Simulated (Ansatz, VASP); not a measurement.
**One calculation of HfB, two programs**

```
Hf B
1.0
     0.00000    2.35531    2.35531
     2.35531    0.00000    2.35531
     2.35531    2.35531    0.00000
Hf B
1 1
Direct
  0.50000 0.50000 0.50000
  0.00000 0.00000 0.00000
```

Change from the starting cell: volume scaled by 1.06.

Alike in both runs: task single point; functional LDA; k mesh 10 × 10 × 10; occupations fermi-dirac, width 0.05 eV; no spin polarisation.

|  | VASP | Ansatz |
| --- | --- | --- |
| version | VASP 6.6.1 | Ansatz 0.2.0 |
| potentials or method | VASP PAW LDA potentials, release 64 (Hf_pv, B), cutoff 520 eV | all-electron LAPW, scalar-relativistic |

Ansatz gave:

```
gap on the k mesh at the Fermi level (eV) : none
pressure (GPa)                            : 4.7
```

Q: What did VASP give for the same quantities?

A: gap on the k mesh at the Fermi level (eV): none; pressure (GPa): 5.8.

LDA's correlation is that of Perdew and Zunger in VASP and of Perdew and Wang (1992) in Ansatz. A gap of «none» marks a metal or a gap that the smearing closes. Ansatz ran all-electron here, and VASP with PAW potentials.

Spin-orbit coupling is off throughout.
